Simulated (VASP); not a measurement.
Here is a VASP 6.6.1 calculation.

Contents of INCAR:

```
PREC     = Accurate       # precision mode
ENCUT    = 520            # plane-wave cutoff, eV
EDIFF    = 1E-6           # SCF threshold, eV
ISMEAR   = -1             # smearing method
SIGMA    = 0.1            # smearing width, eV
LREAL    = False          # projectors in reciprocal space
LASPH    = True           # aspherical terms in the spheres
NELM     = 80             # most SCF steps
ALGO     = Normal         # electronic algorithm
ISIF     = 2              # what is computed and relaxed
LWAVE    = False          # write WAVECAR
LCHARG   = False          # write CHGCAR
NBANDS   = 10             # bands
```

File KPOINTS:

```
Automatic mesh
0
Gamma
  8 8 8
```

Contents of POSCAR:

```
K
1.0
    4.3104394900      0.0000000000      0.0000000000
    0.0000000000      4.3104394900      0.0000000000
    0.0000000000      0.0000000000      4.3104394900
K
1
Direct
    0.0000000000      0.0000000000      0.0000000000
```

Potentials or basis: VASP PAW LDA potentials, release 64 (K_sv).

The run is started by

```console
$ cat potpaw_LDA.64/K_sv/POTCAR > POTCAR
$ mpirun -np 1 vasp_std > vasp.out
```

Problem. Estimate the pressure.

Solution. -0.4 GPa.
